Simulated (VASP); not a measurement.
# AlN (F-43m) in VASP: settings compared, part 2 of 3

VASP 6.6.1. Earlier steps stand in the parts before.

## 3. Dielectric tensor, PBE

This run uses another cell than the first one, of 10.43 Å³/atom.

The input, INCAR:

```
PREC = Accurate ; ENCUT = 520
EDIFF = 1E-8 ; ISMEAR = 0
SIGMA = 0.01 ; LREAL = False
LASPH = True ; NELM = 60
ALGO = Normal ; ISIF = 2
LWAVE = False ; LCHARG = False
GGA = PE ; LEPSILON = True
```

The input, KPOINTS:

```
regular mesh
0
Gamma
  8 8 8
```

The input, POSCAR:

```
AlN
1.0
    0.0000000000      2.1848764127      2.1848764127
    2.1848764127      0.0000000000      2.1848764127
    2.1848764127      2.1848764127      0.0000000000
Al N
1 1
Direct
    0.0000000000      0.0000000000      0.0000000000
    0.2500000000      0.2500000000      0.2500000000
```

Potentials or basis: VASP PAW PBE potentials, release 64 (Al, N).

Launch:

```console
$ cat potpaw_PBE.64/Al/POTCAR potpaw_PBE.64/N/POTCAR > POTCAR
$ mpirun -np 1 vasp_std > vasp.out
```

OUTCAR:

```text
PREC = Accurate
   ENCUT = 520
   EDIFF = 1E-8
   ISMEAR = 0
   LREAL = False
   LASPH = True
   NELM = 60
   ISIF = 2
   GGA = PE
   LEPSILON = True

 ion  position               nearest neighbor table
   1  0.000  0.000  0.000-   2 1.89   2 1.89   2 1.89   2 1.89
   2  0.250  0.250  0.250-   1 1.89   1 1.89   1 1.89   1 1.89

  LATTYP: Found a face centered cubic cell.
 ALAT       =     4.3697528254

  Lattice vectors:

 A1 = (   0.0000000000,   2.1848764127,   2.1848764127)
 A2 = (   2.1848764127,   0.0000000000,   2.1848764127)
 A3 = (   2.1848764127,   2.1848764127,   0.0000000000)

Analysis of symmetry for initial positions (statically):
=====================================================================
 Subroutine PRICEL returns:
 Original cell was already a primitive cell.

 Routine SETGRP: Setting up the symmetry group for a
 face centered cubic supercell.

 Subroutine GETGRP returns: Found 24 space group operations
 (whereof 24 operations were pure point group operations)
 out of a pool of 48 trial point group operations.

The static configuration has the point symmetry T_d .

Analysis of symmetry for dynamics (positions and initial velocities):
=====================================================================
 Subroutine PRICEL returns:
 Original cell was already a primitive cell.

 Routine SETGRP: Setting up the symmetry group for a
 face centered cubic supercell.

 Subroutine GETGRP returns: Found 24 space group operations
 (whereof 24 operations were pure point group operations)
 out of a pool of 48 trial point group operations.

The dynamic configuration has the point symmetry T_d .

 Subroutine INISYM returns: Found 24 space group operations
 (whereof 24 operations are pure point group operations),
 and found     1 'primitive' translations

----------------------------------------------------------------------------------------

                                     Primitive cell

  volume of cell :      20.8598

  direct lattice vectors                    reciprocal lattice vectors
     0.000000000  2.184876413  2.184876413    -0.228845896  0.228845896  0.228845896
     2.184876413  0.000000000  2.184876413     0.228845896 -0.228845896  0.228845896
     2.184876413  2.184876413  0.000000000     0.228845896  0.228845896 -0.228845896

  length of vectors
     3.089881855  3.089881855  3.089881855     0.396372719  0.396372719  0.396372719

  position of ions in fractional coordinates (direct lattice)
     0.000000000  0.000000000  0.000000000
     0.250000000  0.250000000  0.250000000

  ion indices of the primitive-cell ions
   primitive index   ion index
                 1           1
                 2           2

----------------------------------------------------------------------------------------

 KPOINTS: regular mesh

Automatic generation of k-mesh.
[... 371 lines left out ...]
      2       0.8233      2.00000
      3       3.7375      2.00000
      4       4.8430      2.00000
      5      13.0566      0.00000
      6      15.2026      0.00000
      7      18.1182      0.00000
      8      18.6338      0.00000

 [... further k-points ...]

  FORCE on cell =-STRESS in cart. coord.  units (eV):
  Direction    XX          YY          ZZ          XY          YZ          ZX
  --------------------------------------------------------------------------------------
  -------------------------------------------------------------------------------------
  Total        0.5654326      0.5654326      0.5654326      0.0000000      0.0000000      0.0000000
  in kB       43.4291000     43.4291000     43.4291000      0.0000000      0.0000000      0.0000000
  external PRESSURE =      43.4291000 kB  Pullay stress =       0.0000000 kB

 VOLUME and BASIS-vectors are now :
 -----------------------------------------------------------------------------
  energy-cutoff  :      520.00
  volume of cell :       20.86
      direct lattice vectors                 reciprocal lattice vectors
     0.000000000  2.184876413  2.184876413    -0.228845896  0.228845896  0.228845896
     2.184876413  0.000000000  2.184876413     0.228845896 -0.228845896  0.228845896
     2.184876413  2.184876413  0.000000000     0.228845896  0.228845896 -0.228845896

 POSITION                                       TOTAL-FORCE (eV/Angst)
 -----------------------------------------------------------------------------------
      0.00000      0.00000      0.00000        -0.000000     -0.000000     -0.000000
      1.09244      1.09244      1.09244         0.000000      0.000000      0.000000
 -----------------------------------------------------------------------------------
    total drift:                                0.000000      0.000000      0.000000

  FREE ENERGIE OF THE ION-ELECTRON SYSTEM (eV)
  ---------------------------------------------------
  free  energy   TOTEN  =       -14.8410456620 eV

  energy  without entropy=      -14.8410456620  energy(sigma->0) =      -14.84104566

 HEAD OF MICROSCOPIC STATIC DIELECTRIC TENSOR (INDEPENDENT PARTICLE, excluding Hartree and local field effects)
 ------------------------------------------------------
           4.738035    -0.000000     0.000000
           0.000000     4.738035     0.000000
          -0.000000    -0.000000     4.738035
 ------------------------------------------------------

 Free energy of the ion-electron system (eV)
  ---------------------------------------------------
  ---------------------------------------------------
  free energy    TOTEN  =        -0.22811747 eV

  energy without entropy =       -0.22811747

------------------------ aborting loop because EDIFF is reached ----------------------------------------

--------------------------------------- Ionic step        2  -------------------------------------------

------------------------ aborting loop because EDIFF is reached ----------------------------------------

--------------------------------------- Ionic step        3  -------------------------------------------

 Free energy of the ion-electron system (eV)
  ---------------------------------------------------
  ---------------------------------------------------
  free energy    TOTEN  =        -0.22811748 eV

  energy without entropy =       -0.22811748

------------------------ aborting loop because EDIFF is reached ----------------------------------------

 PIEZOELECTRIC TENSOR FIELD DIRECTION 3  (e Angst)
 -----------------------------------------------------------------------------
    -0.00040 -0.80933  0.00000           ( -0.00000 -0.00355  0.00000)
    -0.80933 -0.00040  0.00000           ( -0.00355 -0.00000  0.00000)
     0.00000  0.00000  0.00042           (  0.00000  0.00000 -0.00000)

 PIEZOELECTRIC TENSOR FIELD DIRECTION 3  (C/m^2)
 -----------------------------------------------------------------------------
    -0.00030 -0.62162  0.00000
    -0.62162 -0.00030  0.00000
     0.00000  0.00000  0.00032

 MACROSCOPIC STATIC DIELECTRIC TENSOR (including local field effects in DFT)
 ------------------------------------------------------
           4.593303    -0.000000    -0.000000
           0.000000     4.593303     0.000000
          -0.000000     0.000000     4.593303
 ------------------------------------------------------

 PIEZOELECTRIC TENSOR (including local field effects)  for field in x, y, z        (e  Angst)
          XX          YY          ZZ          XY          YZ          ZX
  --------------------------------------------------------------------------------
  x     0.00000     0.00000    -0.00000     0.00000    -0.80898     0.00000
  y     0.00000     0.00000    -0.00000     0.00000     0.00000    -0.80898
  z    -0.00000    -0.00000     0.00000    -0.80898     0.00000     0.00000

 PIEZOELECTRIC TENSOR (including local field effects)  for field in x, y, z        (C/m^2)
          XX          YY          ZZ          XY          YZ          ZX
  --------------------------------------------------------------------------------
  x     0.00000     0.00000    -0.00000     0.00000    -0.62135     0.00000
  y     0.00000     0.00000    -0.00000     0.00000     0.00000    -0.62135
  z    -0.00000    -0.00000     0.00000    -0.62135     0.00000     0.00000

 BORN EFFECTIVE CHARGES (including local field effects) (in |e|, cummulative output)
 ---------------------------------------------------------------------------------
 ion    1
    1     2.53496     0.00000     0.00000
    2     0.00000     2.53496    -0.00000
    3     0.00000    -0.00000     2.53496
 ion    2
    1    -2.53496    -0.00000    -0.00000
    2    -0.00000    -2.53496     0.00000
    3    -0.00000     0.00000    -2.53496
```

Wall time 33 s (1 thread of Intel Xeon Platinum 8488C (Sapphire Rapids), shared host); peak memory 0.16 GiB.

What came out:

| Property | Result |
| --- | --- |
| Band gap on the k mesh | 3.32 eV (least direct gap 4.19 eV) |
| Electronic dielectric tensor (diagonal) | 4.59 |
| Born charges (mean of the diagonal) | Al +2.53; N -2.53 e |

Levels at points of the mesh, in eV from the valence-band top:
```tsv
k point	band 1	band 2	band 3	band 4	band 5	band 6	band 7	band 8
(0.00, 0.00, 0.00)	-14.97	0.00	0.00	0.00	4.19	12.55	12.55	12.55
(0.50, 0.00, 0.00)	-12.93	-5.85	-0.48	-0.48	7.37	9.86	11.14	11.14
(0.50, 0.50, 0.00)	-12.30	-4.90	-1.77	-1.77	3.32	8.61	13.94	15.72
```

Electronic dielectric tensor:
```
4.59 0.00 0.00
0.00 4.59 0.00
0.00 0.00 4.59
```

Born effective charge tensors (e):
atom 1, Al
```
2.53 0.00 0.00
0.00 2.53 0.00
0.00 0.00 2.53
```
atom 2, N
```
-2.53  0.00  0.00
 0.00 -2.53  0.00
 0.00  0.00 -2.53
```

(Part 2 of 3 ends here.)
